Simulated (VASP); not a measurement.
SrCl2, 3 atoms in the cell. It takes space group I4/mmm (No. 139, tetragonal). The conventional cell has a = 4.798 Å, b = 4.798 Å, c = 7.116 Å, α = 90.00°, β = 90.00°, γ = 90.00°. Sr (site symmetry 4/mmm) has 8 Cl at 2.99 Å within 3.9 Å. Within 3.9 Å of Cl (site symmetry -4m2) lie 4 Sr at 2.99 Å and 6 Cl at 3.39 to 3.56 Å.  This cell differs from its parent crystal: epitaxial xy strain -3.0%.

* Program: VASP 6.6.1
* Task: single point
* Functional: PBE
* Potentials or basis: VASP PAW PBE potentials, release 64 (Sr_sv, Cl)
* Cutoff: 520 eV
* k mesh: 6 × 6 × 6
* Occupations: fermi-dirac, width 0.02 eV
* Spin: no spin polarisation
* Dipole correction: no
* Further INCAR settings: ALGO = Normal; EDIFF = 1e-07; NBANDS = 19

Potentials or basis: VASP PAW PBE potentials, release 64 (Sr_sv, Cl).

Launch:

```bash
$ cat potpaw_PBE.64/Sr_sv/POTCAR potpaw_PBE.64/Cl/POTCAR > POTCAR
$ mpirun -np 1 vasp_std > vasp.out
```

Hardware: 1 thread of AMD EPYC 9R45 96-Core Processor (Zen 5), on a shared host.

**Question.** Estimate the wall time of this run.

**Answer.** It took 33 s on 1 thread of AMD EPYC 9R45 96-Core Processor (Zen 5), on a shared host, peak memory 0.21 GiB. Counts: scf iterations 14, k points 30.
